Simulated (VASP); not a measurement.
# PbS (Fm-3m) in VASP: further runs, part 2 of 3

VASP 6.6.1.

**3. Single point, PBE**

This run uses another cell than the first one, of 27.12 Å³/atom.

File INCAR:

```
  PREC = Accurate
  ENCUT = 520
  EDIFF = 1E-7
  ISMEAR = 0
  SIGMA = 0.02
  LREAL = F
  LASPH = T
  NELM = 100
  ALGO = Normal
  ISIF = 2
  LWAVE = F
  LCHARG = F
  GGA = PE
  NBANDS = 17
```

File KPOINTS:

```
regular mesh
0
Gamma
  10 10 10
```

File POSCAR:

```
PbS
1.0
    0.0000000000      3.0045119782      3.0045119782
    3.0045119782      0.0000000000      3.0045119782
    3.0045119782      3.0045119782      0.0000000000
Pb S
1 1
Direct
    0.5000000000      0.5000000000      0.5000000000
    0.0000000000      0.0000000000      0.0000000000
```

Potentials or basis: VASP PAW PBE potentials, release 64 (Pb_d, S).

The run is started by

```console
$ cat potpaw_PBE.64/Pb_d/POTCAR potpaw_PBE.64/S/POTCAR > POTCAR
$ mpirun -np 1 vasp_std > vasp.out
```

OUTCAR:

```text
PREC = Accurate
   ENCUT = 520
   EDIFF = 1E-7
   ISMEAR = 0
   LREAL = F
   LASPH = T
   NELM = 100
   ISIF = 2
   GGA = PE

 ion  position               nearest neighbor table
   1  0.500  0.500  0.500-   2 3.00   2 3.00   2 3.00   2 3.00   2 3.00   2 3.00
   2  0.000  0.000  0.000-   1 3.00   1 3.00   1 3.00   1 3.00   1 3.00   1 3.00

  LATTYP: Found a face centered cubic cell.
 ALAT       =     6.0090239564

  Lattice vectors:

 A1 = (   0.0000000000,   3.0045119782,   3.0045119782)
 A2 = (   3.0045119782,   0.0000000000,   3.0045119782)
 A3 = (   3.0045119782,   3.0045119782,   0.0000000000)

Analysis of symmetry for initial positions (statically):
=====================================================================
 Subroutine PRICEL returns:
 Original cell was already a primitive cell.

 Routine SETGRP: Setting up the symmetry group for a
 face centered cubic supercell.

 Subroutine GETGRP returns: Found 48 space group operations
 (whereof 48 operations were pure point group operations)
 out of a pool of 48 trial point group operations.

The static configuration has the point symmetry O_h .

Analysis of symmetry for dynamics (positions and initial velocities):
=====================================================================
 Subroutine PRICEL returns:
 Original cell was already a primitive cell.

 Routine SETGRP: Setting up the symmetry group for a
 face centered cubic supercell.

 Subroutine GETGRP returns: Found 48 space group operations
 (whereof 48 operations were pure point group operations)
 out of a pool of 48 trial point group operations.

The dynamic configuration has the point symmetry O_h .

 Subroutine INISYM returns: Found 48 space group operations
 (whereof 48 operations are pure point group operations),
 and found     1 'primitive' translations

----------------------------------------------------------------------------------------

                                     Primitive cell

  volume of cell :      54.2440

  direct lattice vectors                    reciprocal lattice vectors
     0.000000000  3.004511978  3.004511978    -0.166416378  0.166416378  0.166416378
     3.004511978  0.000000000  3.004511978     0.166416378 -0.166416378  0.166416378
     3.004511978  3.004511978  0.000000000     0.166416378  0.166416378 -0.166416378

  length of vectors
     4.249021588  4.249021588  4.249021588     0.288241621  0.288241621  0.288241621

  position of ions in fractional coordinates (direct lattice)
     0.500000000  0.500000000  0.500000000
     0.000000000  0.000000000  0.000000000

  ion indices of the primitive-cell ions
   primitive index   ion index
                 1           1
                 2           2

----------------------------------------------------------------------------------------

 KPOINTS: regular mesh

Automatic generation of k-mesh.
 Grid dimensions read from file:
 generate k-points for:   10   10   10

 Generating k-lattice:

  Cartesian coordinates                     Fractional coordinates (reciprocal lattice)
    -0.016641638  0.016641638  0.016641638     0.100000000  0.000000000  0.000000000
     0.016641638 -0.016641638  0.016641638     0.000000000  0.100000000  0.000000000
     0.016641638  0.016641638 -0.016641638     0.000000000  0.000000000  0.100000000

  Length of vectors
     0.028824162  0.028824162  0.028824162

  Shift w.r.t. Gamma in fractional coordinates (k-lattice)
     0.000000000  0.000000000  0.000000000

 Subroutine IBZKPT returns following result:
 ===========================================

 Found     47 irreducible k-points:

 Following reciprocal coordinates:
            Coordinates               Weight
  0.000000  0.000000  0.000000      1.000000
  0.100000  0.000000  0.000000      8.000000
  0.200000  0.000000  0.000000      8.000000
  0.300000  0.000000  0.000000      8.000000
  0.400000  0.000000  0.000000      8.000000
  0.500000  0.000000  0.000000      4.000000
[... 16 lines left out ...]
  0.300000  0.300000  0.000000      6.000000
  0.400000  0.300000  0.000000     24.000000
 [... further k-points ...]
   k-points           NKPTS =     47   k-points in BZ     NKDIM =     47   number of bands    NBANDS=     17
   number of dos      NEDOS =    301   number of ions     NIONS =      2
   total plane-waves  NPLWV =  32768
   dimension x,y,z NGX =    32 NGY =   32 NGZ =   32
   dimension x,y,z NGXF=    64 NGYF=   64 NGZF=   64
   ions per type =               1   1
   NGX,Y,Z   is equivalent  to a cutoff of  12.52, 12.52, 12.52 a.u.
   NGXF,Y,Z  is equivalent  to a cutoff of  25.04, 25.04, 25.04 a.u.
 SYSTEM =  unknown system
   PREC   = accura    normal or accurate (medium, high low for compatibility)
   ISTART =      0    job   : 0-new  1-cont  2-samecut
   ICHARG =      2    charge: 1-file 2-atom 10-const
   ISPIN  =      1    spin polarized calculation?
   LNONCOLLINEAR =      F non collinear calculations
   LSORBIT =      F    spin-orbit coupling
   LASPH  =      T    aspherical Exc in radial PAW
   ENCUT  =  520.0 eV  38.22 Ry    6.18 a.u.   7.90  7.90  7.90*2*pi/ulx,y,z
   NELM   =    100;   NELMIN=  2; NELMDL= -5     # of ELM steps
   EDIFF  = 0.1E-06   stopping-criterion for ELM
   LREAL  =      F    real-space projection
   EDIFFG = 0.1E-05   stopping-criterion for IOM
   NSW    =      0    number of steps for IOM
   IBRION =     -1    ionic relax: 0-MD 1-quasi-New 2-CG
   NFREE  =      0    steps in history (QN), initial steepest desc. (CG)
   ISIF   =      2    stress and relaxation
   ISYM   =      2    0-nonsym 1-usesym 2-fastsym
   POTIM  = 0.5000    time-step for ionic-motion
   TEBEG  =    0.0;   TEEND  =   0.0 temperature during run
   PSTRESS=    0.0 pullay stress
   NELECT =      20.0000    total number of electrons
   NUPDOWN=      -1.0000    fix difference up-down
   EMIN   =  10.00;   EMAX   =-10.00  energy-range for DOS
   EFERMI =   0.00;   METHOD = LEGACY
   ISMEAR =     0;   SIGMA  =   0.02  broadening in eV -4-tet -1-fermi 0-gaus
   EFERMI_NEDOS =   21; number of points for ismear=-14 and -15
   IALGO  =     38    algorithm
   IMIX   =      4    mixing-type and parameters
     AMIX     =   0.40;   BMIX     =  1.00
     AMIX_MAG =   1.60;   BMIX_MAG =  1.00
  volume/ion in A,a.u.               =      27.12       183.03
  Fermi-wavevector in a.u.,A,eV,Ry     =   1.173908  2.218365 18.749658  1.378061
  Thomas-Fermi vector in A             =   2.310314
   LORBIT       =      0    0 simple, 1 ext, 2 COOP (PROOUT), +10 PAW based schemes
   GGA     = PE    functional components
   LHFCALC =     F    Hartree Fock is set to
   AEXX    =    0.0000 exact exchange contribution
   IVDW    =     0    specifies the selected vdW correction
   LEPSILON=     F    determine dielectric tensor
   LRPA    =     F    only Hartree local field effects (RPA)
 non-spin polarized calculation
 Gauss-broadening in eV      SIGMA  =   0.02
  energy-cutoff  :      520.00
  volume of cell :       54.24
 maximum number of plane-waves:      1476
   NGX = 15   NGY = 15   NGZ = 15

 number of electron      20.0000003 magnetization

 Free energy of the ion-electron system (eV)
  ---------------------------------------------------
  ext. energy  EPLUGINS =         0.00000000
  ---------------------------------------------------
  free energy    TOTEN  =        -8.76949455 eV

  energy without entropy =       -8.76949455  energy(sigma->0) =       -8.76949455

 E-fermi :   5.4309     XC(G=0):  -9.5002

 val. band max:        5.2806093753   @ k =   0.5000   0.0000   0.0000
 cond. band min:       5.7798400261   @ k =   0.5000   0.0000   0.0000
 fundamental gap:      0.4992306507
 Fermi energy:         5.4308623299

 k-point     1 :       0.0000    0.0000    0.0000
  band No.  band energies     occupation
      1     -11.4471      2.00000
      2     -11.4471      2.00000
      3     -11.4471      2.00000
      4     -11.4298      2.00000
      5     -11.4298      2.00000
      6      -7.9338      2.00000
[... 9 lines left out ...]
     16      12.1473      0.00000
     17      14.0870      0.00000

 k-point     2 :       0.1000    0.0000    0.0000
  band No.  band energies     occupation
      1     -11.4466      2.00000
      2     -11.4450      2.00000
      3     -11.4450      2.00000
      4     -11.4306      2.00000
      5     -11.4306      2.00000
      6      -7.8533      2.00000
[... 9 lines left out ...]
     16      12.3858      0.00000
     17      14.8628      0.00000
[... 421 lines left out ...]
 k-point    24 :       0.4000    0.3000    0.0000
  band No.  band energies     occupation
      1     -11.5149      2.00000
      2     -11.4611      2.00000
      3     -11.4183      2.00000
      4     -11.4079      2.00000
      5     -11.4032      2.00000
      6      -6.7896      2.00000
[... 9 lines left out ...]
     16      16.2423      0.00000
     17      16.9329      0.00000

 [... further k-points ...]
[... 5 lines left out ...]
  --------------------------------------------------------------------------------------
  -------------------------------------------------------------------------------------
  Total       -0.0240674     -0.0240674     -0.0240674      0.0000000      0.0000000     -0.0000000
  in kB       -0.7108653     -0.7108653     -0.7108653      0.0000000      0.0000000     -0.0000000
  external PRESSURE =      -0.7108653 kB  Pullay stress =       0.0000000 kB

 VOLUME and BASIS-vectors are now :
 -----------------------------------------------------------------------------
  energy-cutoff  :      520.00
  volume of cell :       54.24
      direct lattice vectors                 reciprocal lattice vectors
     0.000000000  3.004511978  3.004511978    -0.166416378  0.166416378  0.166416378
     3.004511978  0.000000000  3.004511978     0.166416378 -0.166416378  0.166416378
     3.004511978  3.004511978  0.000000000     0.166416378  0.166416378 -0.166416378

 POSITION                                       TOTAL-FORCE (eV/Angst)
 -----------------------------------------------------------------------------------
      3.00451      3.00451      3.00451         0.000000      0.000000      0.000000
      0.00000      0.00000      0.00000         0.000000     -0.000000     -0.000000
 -----------------------------------------------------------------------------------
    total drift:                                0.000000     -0.000000      0.000000

  FREE ENERGIE OF THE ION-ELECTRON SYSTEM (eV)
  ---------------------------------------------------
  free  energy   TOTEN  =        -8.7694945472 eV

  energy  without entropy=       -8.7694945472  energy(sigma->0) =       -8.76949455
```

OSZICAR:

```text
N       E                     dE             d eps       ncg     rms          rms(c)
DAV:   1     0.154349593936E+03    0.15435E+03   -0.96822E+03  1606   0.123E+03
DAV:   2     0.252215329953E+01   -0.15183E+03   -0.14617E+03  1714   0.312E+02
DAV:   3    -0.900107097443E+01   -0.11523E+02   -0.11357E+02  2091   0.880E+01
DAV:   4    -0.927838503688E+01   -0.27731E+00   -0.27704E+00  2065   0.152E+01
DAV:   5    -0.928760305705E+01   -0.92180E-02   -0.92172E-02  2253   0.276E+00    0.434E+00
DAV:   6    -0.876439345702E+01    0.52321E+00   -0.15190E+00  2513   0.800E+00    0.305E+00
DAV:   7    -0.876604391188E+01   -0.16505E-02   -0.14637E-01  1884   0.189E+00    0.182E+00
DAV:   8    -0.876999609279E+01   -0.39522E-02   -0.18377E-02  1865   0.142E+00    0.373E-01
DAV:   9    -0.876925529216E+01    0.74080E-03   -0.40084E-03  2515   0.535E-01    0.948E-02
DAV:  10    -0.876949124230E+01   -0.23595E-03   -0.42287E-04  1830   0.119E-01    0.778E-02
DAV:  11    -0.876949348016E+01   -0.22379E-05   -0.67371E-05  2237   0.893E-02    0.147E-02
DAV:  12    -0.876949452505E+01   -0.10449E-05   -0.44544E-06  2078   0.203E-02    0.302E-03
DAV:  13    -0.876949454718E+01   -0.22129E-07   -0.18891E-07  2044   0.468E-03
   1 F= -.87694945E+01 E0= -.87694945E+01  d E =-.138992E-28
```

stdout:

```text
POSCAR found type information on POSCAR PbS
 POSCAR found :  2 types and       2 ions
 scaLAPACK will be used
 LDA part: xc-table for (Slater+PW92), standard interpolation
 POSCAR, INCAR and KPOINTS ok, starting setup
 FFT: planning ... GRIDC
 FFT: planning ... GRID_SOFT
 FFT: planning ... GRID
 WAVECAR not read
 entering main loop
```

It took 15 s on 1 thread of Intel Xeon 6975P-C (Granite Rapids), shared host; peak memory 0.19 GiB.

Results:

| Property | Result |
| --- | --- |
| Free energy | -8.7695 eV |
| Pressure | -0.1 GPa |
| Band gap on the k mesh | 0.50 eV |

Levels at points of the mesh, in eV from the valence-band top:
| k point | band 7 | band 8 | band 9 | band 10 | band 11 | band 12 | band 13 | band 14 |
| --- | --- | --- | --- | --- | --- | --- | --- | --- |
| (0.00, 0.00, 0.00) | -6.07 | -1.94 | -1.94 | -1.94 | 5.14 | 5.14 | 5.14 | 6.87 |
| (0.50, 0.00, 0.00) | -8.59 | -1.58 | -1.58 | 0.00 | 0.50 | 2.08 | 2.08 | 8.65 |
| (0.50, 0.50, 0.00) | -7.11 | -4.83 | -3.15 | -3.15 | 4.07 | 5.48 | 5.57 | 5.57 |

Caveat: spin-orbit coupling is left out, which moves the levels of the heavy elements. A k mesh can miss the band edges.

[end of part 2 of 3]
